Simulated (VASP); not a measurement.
# C in VASP: further runs

C is run at these levels: PBE; tasks: single point, relaxation of the atoms.

All numbers are computed with VASP 6.6.1; they aren't measurements. Logs are shortened: lines on timing, memory, paths and dates and some standing lists are left out, and cuts for length are marked.

## Step 1: The cell of the first run

The cell holds a slab with vacuum, 18 atoms: a = 7.398 Å, b = 7.398 Å, c = 13.000 Å, α = 90.00°, β = 90.00°, γ = 120.00°.

## Step 2: Single point, PBE

INCAR

```
PREC = Accurate ; ENCUT = 520
EDIFF = 1E-6 ; ISMEAR = -1
SIGMA = 0.02 ; LREAL = Auto
LASPH = True ; NELM = 60
ALGO = Normal ; ISIF = 2
LWAVE = False ; LCHARG = False
GGA = PE ; NBANDS = 51
```

KPOINTS

```
Automatic mesh
0
Gamma
  2 2 1
```

POSCAR

```
C
1.0
    7.3980000363      0.0000000000      0.0000000000
   -3.6990000181      6.4068559686      0.0000000000
    0.0000000000      0.0000000000     13.0000000000
C
18
Direct
    0.0000000000      0.0000000000      0.0769231000
    0.2222222222      0.1111111111      0.0769231000
    0.0000000000      0.3333333333      0.0769231000
    0.2222222222      0.4444444444      0.0769231000
    0.0000000000      0.6666666667      0.0769231000
    0.2222222222      0.7777777778      0.0769231000
    0.3333333333      0.0000000000      0.0769231000
    0.5555555556      0.1111111111      0.0769231000
    0.3333333333      0.3333333333      0.0769231000
    0.5555555556      0.4444444444      0.0769231000
    0.3333333333      0.6666666667      0.0769231000
    0.5555555556      0.7777777778      0.0769231000
    0.6666666667      0.0000000000      0.0769231000
    0.8888888889      0.1111111111      0.0769231000
    0.6666666667      0.3333333333      0.0769231000
    0.8888888889      0.4444444444      0.0769231000
    0.6666666667      0.6666666667      0.0769231000
    0.8888888889      0.7777777778      0.0769231000
```

Potentials or basis: VASP PAW PBE potentials, release 64 (C).

Launch:

```console
> cat potpaw_PBE.64/C/POTCAR > POTCAR
> mpirun -np 1 vasp_std > vasp.out
```

OUTCAR:

```text
PREC = Accurate
   ENCUT = 520
   EDIFF = 1E-6
   ISMEAR = -1
   LREAL = Auto
   LASPH = True
   NELM = 60
   ISIF = 2
   GGA = PE

 ion  position               nearest neighbor table
   1  0.000  0.000  0.077-  18 1.42  14 1.42   2 1.42
   2  0.222  0.111  0.077-   9 1.42   7 1.42   1 1.42
   3  0.000  0.333  0.077-  14 1.42  16 1.42   4 1.42
   4  0.222  0.444  0.077-   9 1.42   3 1.42  11 1.42
   5  0.000  0.667  0.077-  18 1.42   6 1.42  16 1.42
   6  0.222  0.778  0.077-   7 1.42  11 1.42   5 1.42
[... 10 lines left out ...]
  17  0.667  0.667  0.077-  12 1.42  18 1.42  10 1.42
  18  0.889  0.778  0.077-   1 1.42   5 1.42  17 1.42

  LATTYP: Found a hexagonal cell.
 ALAT       =     7.3980000363
 C/A-ratio  =     1.7572316756

  Lattice vectors:

 A1 = (   7.3980000363,   0.0000000000,   0.0000000000)
 A2 = (  -3.6990000181,   6.4068559686,   0.0000000000)
 A3 = (   0.0000000000,   0.0000000000,  13.0000000000)

Analysis of symmetry for initial positions (statically):
=====================================================================
 Subroutine PRICEL returns following result:

  LATTYP: Found a hexagonal cell.
 ALAT       =     2.4660000119
 C/A-ratio  =     5.2716950274

  Lattice vectors:

 A1 = (   2.4660000119,   0.0000000000,   0.0000000000)
 A2 = (  -1.2330000059,   2.1356186560,   0.0000000000)
 A3 = (   0.0000000000,   0.0000000000,  13.0000000000)

   9 primitive cells build up your supercell.

 Routine SETGRP: Setting up the symmetry group for a
 hexagonal supercell.

 Subroutine GETGRP returns: Found 24 space group operations
 (whereof  6 operations were pure point group operations)
 out of a pool of 24 trial point group operations.

The static configuration has the point symmetry C_3v.
 The point group associated with its full space group is D_6h.

Analysis of symmetry for dynamics (positions and initial velocities):
=====================================================================
 Subroutine PRICEL returns following result:

  LATTYP: Found a hexagonal cell.
 ALAT       =     2.4660000119
 C/A-ratio  =     5.2716950274

  Lattice vectors:

 A1 = (   2.4660000119,   0.0000000000,   0.0000000000)
 A2 = (  -1.2330000059,   2.1356186560,   0.0000000000)
 A3 = (   0.0000000000,   0.0000000000,  13.0000000000)

   9 primitive cells build up your supercell.

 Routine SETGRP: Setting up the symmetry group for a
 hexagonal supercell.

 Subroutine GETGRP returns: Found 24 space group operations
 (whereof  6 operations were pure point group operations)
 out of a pool of 24 trial point group operations.

The dynamic configuration has the point symmetry C_3v.
 The point group associated with its full space group is D_6h.

 Subroutine INISYM returns: Found 24 space group operations
 (whereof  6 operations are pure point group operations),
 and found     9 'primitive' translations

----------------------------------------------------------------------------------------

                                     Primitive cell

  volume of cell :      68.4637

  direct lattice vectors                    reciprocal lattice vectors
     2.466000012  0.000000000  0.000000000     0.405515002  0.234124196  0.000000000
    -1.233000006  2.135618656  0.000000000     0.000000000  0.468248391  0.000000000
     0.000000000  0.000000000 13.000000000     0.000000000  0.000000000  0.076923077

  length of vectors
     2.466000012  2.466000012 13.000000000     0.468248391  0.468248391  0.076923077

  position of ions in fractional coordinates (direct lattice)
     0.000000000  0.000000000  0.076923100
     0.666666667  0.333333333  0.076923100

  ion indices of the primitive-cell ions
   primitive index   ion index
                 1           1
                 2          14

----------------------------------------------------------------------------------------

 KPOINTS: Automatic mesh

Automatic generation of k-mesh.
 Grid dimensions read from file:
 generate k-points for:    2    2    1

 Generating k-lattice:

  Cartesian coordinates                     Fractional coordinates (reciprocal lattice)
     0.067585834  0.039020699  0.000000000     0.500000000  0.000000000  0.000000000
     0.000000000  0.078041399  0.000000000     0.000000000  0.500000000  0.000000000
     0.000000000  0.000000000  0.076923077     0.000000000  0.000000000  1.000000000

  Length of vectors
     0.078041399  0.078041399  0.076923077

  Shift w.r.t. Gamma in fractional coordinates (k-lattice)
     0.000000000  0.000000000  0.000000000

 Subroutine IBZKPT returns following result:
 ===========================================

 Found      2 irreducible k-points:

 Following reciprocal coordinates:
            Coordinates               Weight
  0.000000  0.000000  0.000000      1.000000
  0.500000  0.000000  0.000000      3.000000
   k-points           NKPTS =      2   k-points in BZ     NKDIM =      2   number of bands    NBANDS=     51
   number of dos      NEDOS =    301   number of ions     NIONS =     18
   total plane-waves  NPLWV = 307328
   dimension x,y,z NGX =    56 NGY =   56 NGZ =   98
   dimension x,y,z NGXF=   112 NGYF=  112 NGZF=  196
   ions per type =              18
   NGX,Y,Z   is equivalent  to a cutoff of  12.58, 12.58, 12.53 a.u.
   NGXF,Y,Z  is equivalent  to a cutoff of  25.17, 25.17, 25.06 a.u.
 SYSTEM =  unknown system
   PREC   = accura    normal or accurate (medium, high low for compatibility)
   ISTART =      0    job   : 0-new  1-cont  2-samecut
   ICHARG =      2    charge: 1-file 2-atom 10-const
   ISPIN  =      1    spin polarized calculation?
   LNONCOLLINEAR =      F non collinear calculations
   LSORBIT =      F    spin-orbit coupling
   LASPH  =      T    aspherical Exc in radial PAW
   ENCUT  =  520.0 eV  38.22 Ry    6.18 a.u.  13.76 13.76 24.17*2*pi/ulx,y,z
   NELM   =     60;   NELMIN=  2; NELMDL= -5     # of ELM steps
   EDIFF  = 0.1E-05   stopping-criterion for ELM
   LREAL  =      T    real-space projection
   EDIFFG = 0.1E-04   stopping-criterion for IOM
   NSW    =      0    number of steps for IOM
   IBRION =     -1    ionic relax: 0-MD 1-quasi-New 2-CG
   NFREE  =      0    steps in history (QN), initial steepest desc. (CG)
   ISIF   =      2    stress and relaxation
   ISYM   =      2    0-nonsym 1-usesym 2-fastsym
   POTIM  = 0.5000    time-step for ionic-motion
   TEBEG  =    0.0;   TEEND  =   0.0 temperature during run
   PSTRESS=    0.0 pullay stress
   NELECT =      72.0000    total number of electrons
   NUPDOWN=      -1.0000    fix difference up-down
   EMIN   =  10.00;   EMAX   =-10.00  energy-range for DOS
   EFERMI =   0.00;   METHOD = LEGACY
   ISMEAR =    -1;   SIGMA  =   0.02  broadening in eV -4-tet -1-fermi 0-gaus
   EFERMI_NEDOS =   21; number of points for ismear=-14 and -15
   IALGO  =     38    algorithm
   IMIX   =      4    mixing-type and parameters
     AMIX     =   0.40;   BMIX     =  1.00
     AMIX_MAG =   1.60;   BMIX_MAG =  1.00
  volume/ion in A,a.u.               =      34.23       231.01
  Fermi-wavevector in a.u.,A,eV,Ry     =   0.800359  1.512459  8.715544  0.640574
  Thomas-Fermi vector in A             =   1.907639
   LORBIT       =      0    0 simple, 1 ext, 2 COOP (PROOUT), +10 PAW based schemes
   GGA     = PE    functional components
   LHFCALC =     F    Hartree Fock is set to
   AEXX    =    0.0000 exact exchange contribution
   IVDW    =     0    specifies the selected vdW correction
   LEPSILON=     F    determine dielectric tensor
   LRPA    =     F    only Hartree local field effects (RPA)
 non-spin polarized calculation
  energy-cutoff  :      520.00
  volume of cell :      616.17
 maximum number of plane-waves:     16651
 NGX is ok and might be reduce to    56
   NGX = 27   NGY = 27   NGZ = 49

 number of electron      71.9999999 magnetization

 Free energy of the ion-electron system (eV)
  ---------------------------------------------------
  ext. energy  EPLUGINS =         0.00000000
  ---------------------------------------------------
  free energy    TOTEN  =      -165.58645718 eV

  energy without entropy =     -165.55873129  energy(sigma->0) =     -165.57259424

 E-fermi :  -1.9327     XC(G=0):  -3.2965

 val. band max:       -1.9327041317   @ k =   0.0000   0.0000   0.0000
 cond. band min:      -1.9327033273   @ k =   0.0000   0.0000   0.0000
 fundamental gap:      0.0000008044
 Fermi energy:        -1.9327037949

 k-point     1 :       0.0000    0.0000    0.0000
  band No.  band energies     occupation
      1     -21.4551      2.00000
      2     -18.8707      2.00000
      3     -18.8707      2.00000
      4     -18.8707      2.00000
      5     -18.8707      2.00000
      6     -18.8707      2.00000
[... 40 lines left out ...]
     47       3.0603      0.00000
     48       4.8450      0.00000

 k-point     2 :       0.5000    0.0000    0.0000
  band No.  band energies     occupation
      1     -20.8007      2.00000
      2     -20.8007      2.00000
      3     -19.5083      2.00000
      4     -19.5083      2.00000
      5     -17.0243      2.00000
      6     -17.0243      2.00000
[... 40 lines left out ...]
     47       3.9621      0.00000
     48       3.9694      0.00000
 [bands above 48 left out]

------------------------ aborting loop because EDIFF is reached ----------------------------------------

  FORCE on cell =-STRESS in cart. coord.  units (eV):
  Direction    XX          YY          ZZ          XY          YZ          ZX
  --------------------------------------------------------------------------------------
  -------------------------------------------------------------------------------------
  Total        1.4758612      1.4758612     -0.0636615      0.0000000     -0.0000000      0.0000000
  in kB        3.8375449      3.8375449     -0.1655332      0.0000000     -0.0000000      0.0000000
  external PRESSURE =       2.5031855 kB  Pullay stress =       0.0000000 kB

 VOLUME and BASIS-vectors are now :
 -----------------------------------------------------------------------------
  energy-cutoff  :      520.00
  volume of cell :      616.17
      direct lattice vectors                 reciprocal lattice vectors
     7.398000036  0.000000000  0.000000000     0.135171667  0.078041399  0.000000000
    -3.699000018  6.406855969  0.000000000     0.000000000  0.156082797  0.000000000
     0.000000000  0.000000000 13.000000000     0.000000000  0.000000000  0.076923077

 POSITION                                       TOTAL-FORCE (eV/Angst)
 -----------------------------------------------------------------------------------
      0.00000      0.00000      1.00000        -0.000000      0.000000      0.000000
      1.23300      0.71187      1.00000         0.000000     -0.000000     -0.000000
     -1.23300      2.13562      1.00000        -0.000000      0.000000     -0.000000
      0.00000      2.84749      1.00000         0.000000     -0.000000      0.000000
     -2.46600      4.27124      1.00000        -0.000000     -0.000000      0.000000
     -1.23300      4.98311      1.00000         0.000000     -0.000000     -0.000000
[... 10 lines left out ...]
      2.46600      4.27124      1.00000        -0.000000      0.000000      0.000000
      3.69900      4.98311      1.00000         0.000000     -0.000000     -0.000000
 -----------------------------------------------------------------------------------
    total drift:                               -0.000000      0.000000     -0.000047

  FREE ENERGIE OF THE ION-ELECTRON SYSTEM (eV)
  ---------------------------------------------------
  free  energy   TOTEN  =      -165.5864571821 eV

  energy  without entropy=     -165.5587312949  energy(sigma->0) =     -165.57259424
```

Wall time 1.7 min (1 thread of Intel Xeon Platinum 8488C (Sapphire Rapids), shared host); peak memory 0.57 GiB.

What came out:

```
Free energy            : -165.5865 eV
Band gap on the k mesh : zero (filled and empty bands touch)
```

Caveat: the k points lie up to 0.49 Å⁻¹ apart.

## Step 3: Relaxation of the atoms, PBE

INCAR

```
SYSTEM = C
PREC = Accurate
ENCUT = 520
EDIFF = 1E-7
ISMEAR = -1
SIGMA = 0.02
LREAL = Auto
LASPH = .True.
NELM = 80
ALGO = Normal
ISIF = 2
LWAVE = .False.
LCHARG = .False.
GGA = PE
IBRION = 2
NSW = 45
EDIFFG = -0.08
```

KPOINTS

```
Automatic mesh
0
Gamma
  2 2 1
  0 0 0
```

POSCAR

```
C
1.0
    7.3980000000      0.0000000000      0.0000000000
   -3.6990000000      6.4068560000      0.0000000000
    0.0000000000      0.0000000000     13.0000000000
C
18
Direct
    0.0000000000      0.0000000000      0.0769231000
    0.2222222000      0.1111111000      0.0769231000
    0.0000000000      0.3333333000      0.0769231000
    0.2222222000      0.4444444000      0.0769231000
    0.0000000000      0.6666667000      0.0769231000
    0.2222222000      0.7777778000      0.0769231000
    0.3333333000      0.0000000000      0.0769231000
    0.5555556000      0.1111111000      0.0769231000
    0.3333333000      0.3333333000      0.0769231000
    0.5555556000      0.4444444000      0.0769231000
    0.3333333000      0.6666667000      0.0769231000
    0.5555556000      0.7777778000      0.0769231000
    0.6666667000      0.0000000000      0.0769231000
    0.8888889000      0.1111111000      0.0769231000
    0.6666667000      0.3333333000      0.0769231000
    0.8888889000      0.4444444000      0.0769231000
    0.6666667000      0.6666667000      0.0769231000
    0.8888889000      0.7777778000      0.0769231000
```

Potentials or basis: VASP PAW PBE potentials, release 64 (C).

Launch:

```console
> cat potpaw_PBE.64/C/POTCAR > POTCAR
> mpirun -np 1 vasp_std > vasp.out
```

Wall time 1.8 min (1 thread of Intel Xeon Platinum 8488C (Sapphire Rapids), shared host); peak memory 0.56 GiB.

It converged, with:

| Property | Result |
| --- | --- |
| Free energy | -165.5865 eV |
| Band gap on the k mesh | zero (filled and empty bands touch) |

Final structure:
```
CELL_PARAMETERS angstrom
7.39800 0.00000 0.00000
-3.69900 6.40686 0.00000
0.00000 0.00000 13.00000
ATOMIC_POSITIONS crystal
C 0.00000 0.00000 0.07692
C 0.22222 0.11111 0.07692
C 0.00000 0.33333 0.07692
C 0.22222 0.44444 0.07692
C 0.00000 0.66667 0.07692
C 0.22222 0.77778 0.07692
C 0.33333 0.00000 0.07692
C 0.55556 0.11111 0.07692
C 0.33333 0.33333 0.07692
C 0.55556 0.44444 0.07692
C 0.33333 0.66667 0.07692
C 0.55556 0.77778 0.07692
C 0.66667 0.00000 0.07692
C 0.88889 0.11111 0.07692
C 0.66667 0.33333 0.07692
C 0.88889 0.44444 0.07692
C 0.66667 0.66667 0.07692
C 0.88889 0.77778 0.07692
```

Levels at points of the mesh, in eV from the Fermi level:
```
           k point  band 32  band 33  band 34  band 35  band 36  band 37  band 38  band 39
(0.00, 0.00, 0.00)    -4.62    -3.05    -3.05     0.00     0.00     0.00     0.00     3.23
(0.50, 0.00, 0.00)    -2.65    -2.65    -2.65    -2.65    -2.36     1.68     2.52     2.52
```

Caveat: the k points lie up to 0.49 Å⁻¹ apart; the relaxation stopped at its first step, so nothing moved.

## Step 4: Single point, PBE

INCAR

```
SYSTEM = C
  PREC = Accurate
  ENCUT = 520
  EDIFF = 1E-7
  ISMEAR = -1
  SIGMA = 0.02
  LREAL = Auto
  LASPH = .TRUE.
  NELM = 100
  ALGO = Normal
  ISIF = 2
  LWAVE = .FALSE.
  LCHARG = .FALSE.
  GGA = PE
  NBANDS = 51
```

KPOINTS

```
Automatic mesh
0
G
  2 2 1
  0 0 0
```

POSCAR

```
C
1.0
    7.3980000000      0.0000000000      0.0000000000
   -3.6990000000      6.4068560000      0.0000000000
    0.0000000000      0.0000000000     13.0000000000
C
18
Direct
   -0.0063469962     -0.0074763659      0.0761923077
    0.2142402741      0.1052310213      0.0751307692
   -0.0002740226      0.3231069966      0.0779000000
    0.2082859101      0.4311162917      0.0656076923
    0.0007884948      0.6571866138      0.0804230769
    0.2246204159      0.7741394531      0.0702615385
    0.3274691831     -0.0078353564      0.0702538462
    0.5498503144      0.1041072251      0.0767692308
    0.3188378196      0.3164266529      0.0730153846
    0.5412382909      0.4272454383      0.0643153846
    0.3378543785      0.6677065943      0.0729153846
    0.5519255325      0.7697067017      0.0837846154
    0.6689365910      0.0058374966      0.0838923077
    0.8801090177      0.1055275786      0.0792461538
    0.6606576040      0.3283982034      0.0649000000
    0.8823947745      0.4450544854      0.0711153846
    0.6643505052      0.6561408591      0.0746000000
    0.8798295170      0.7679585744      0.0829692308
```

Launch:

```console
> cat potpaw_PBE.64/C/POTCAR > POTCAR
> mpirun -np 1 vasp_std > vasp.out
```

It took 8.7 min on 1 thread of Intel Xeon 8259CL, shared host; peak memory 0.6 GiB.

Results (log left out):

```yaml
Free_energy: -164.1650 eV
Largest_force: 4.992 eV/Å
```

Forces in eV/Å, atoms in the order of the input:
```
C   -1.129 -0.400  0.870
C    0.245 -2.838 -0.398
C   -4.268  1.516 -1.255
C    3.109  2.327  1.579
C   -2.013  2.019 -1.079
C   -0.870 -0.612  0.931
C    0.587  0.913  0.804
C   -0.601  0.950 -0.903
C    0.135  3.092 -1.111
C    0.396  2.367  0.827
C   -0.999 -2.786 -0.428
C    0.936  2.050 -0.971
C   -1.573 -4.738 -0.018
C    3.336  0.193  0.083
C    0.084 -0.556  0.896
C    2.276 -2.849  0.690
C   -1.962 -0.904  0.439
C    2.311  0.256 -0.954
```

Caveat: the k points lie up to 0.49 Å⁻¹ apart; the atoms stand as in a frame of molecular dynamics.

## Step 5: The runs side by side

| task | cell | gap on the mesh (eV) |
| --- | --- | --- |
| single point | as given, atomic positions A | none |
| relaxation of the atoms | atoms relaxed, atomic positions A | none |
| single point | as given, atomic positions B | - |

Alike in all rows: level PBE; potentials or basis VASP PAW PBE potentials, release 64 (C); no spin polarisation; k mesh 2 × 2 × 1; cutoff (eV) 520; smearing fermi-dirac 0.02 eV.

Caveats: all runs use coarse meshes; the relaxation stopped at its first step, so nothing moved (at least some runs); the atoms stand as in a frame of molecular dynamics (at least some runs).

Absolute energies hang on the potentials; compare differences alone.
